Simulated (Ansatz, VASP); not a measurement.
## AgI: VASP beside Ansatz

```
CELL_PARAMETERS angstrom
4.56097 0.00000 0.00000
-2.28049 3.94992 0.00000
0.00000 0.00000 23.37904
ATOMIC_POSITIONS crystal
I 0.00000 0.00000 0.33800
I 0.33333 0.66667 0.49435
I 0.66667 0.33333 0.65684
Ag 0.33333 0.66667 0.36765
Ag 0.66667 0.33333 0.53751
Ag 0.00000 0.00000 0.60566
```

Alike in both runs: functional PBEsol; k mesh 6 × 6 × 1; occupations gaussian, width 0.05 eV; no spin polarisation.

Ansatz relaxed the structure, and its values are those at the end. VASP's run is a single point on that final structure, the one shown.

|  | VASP | Ansatz |
| --- | --- | --- |
| version | VASP 6.6.1 | Ansatz 0.2.0 |
| potentials or method | VASP PAW PBE potentials, release 64 (I, Ag), cutoff 520 eV | scalar-relativistic, plane waves, PAW |
| valence electrons in the cell | 54 | 108 |

|  | VASP | Ansatz | Ansatz less VASP |
| --- | --- | --- | --- |
| gap on the k mesh at the Fermi level (eV) | 0.36 | 0.36 | +0.008 |
| least direct gap on the mesh (eV) | 0.36 | 0.36 | +0.008 |
| rms of the force components (eV/Å) | 0.004 | 0.001 | -0.0025 |

VASP's potentials were made for PBE, not for PBEsol. VASP's potentials hold 54 valence electrons a cell and Ansatz's 108, so a difference there can come from the potentials and not from the codes.

Neither program's run includes spin-orbit coupling.
